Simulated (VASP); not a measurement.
Runs of VASP 6.6.1 on Te. The structure is that of space group R-3m (No. 166), or close to it. The cells are those of the table. 

```csv
cell,gap on the mesh (eV),pressure (GPa)
"a = 3.066 Å, angles 93.2°, 1 atom",none,5.7
"a = 3.124 Å, angles 93.2°, 1 atom",none,(b)
"a = 3.070 Å, angles 94.2°, 1 atom",none,5.4
"a = 3.095 Å, angles 93.2°, 1 atom",none,3.4
"a = 3.099 Å, angles 94.2°, 1 atom",none,(a)
```

Alike in all rows: task single point; level PBEsol; potentials or basis VASP PAW PBE potentials, release 64 (Te); no spin polarisation; k mesh 15 × 15 × 15; cutoff (eV) 520; smearing gaussian 0.15 eV.

Task: Fill in the values left out.

Result: (a) 3.2; (b) 1.5.

Caveats: the PAW data sets were made with another functional, which shifts forces and pressure a little; spin-orbit coupling is left out, which moves the levels of the heavy elements; the cell stands under pressure (at least some runs).

A k mesh can miss the band edges, and the runs leave out spin-orbit coupling on Te.

A gap of «none» marks levels without a gap at the run's occupations.
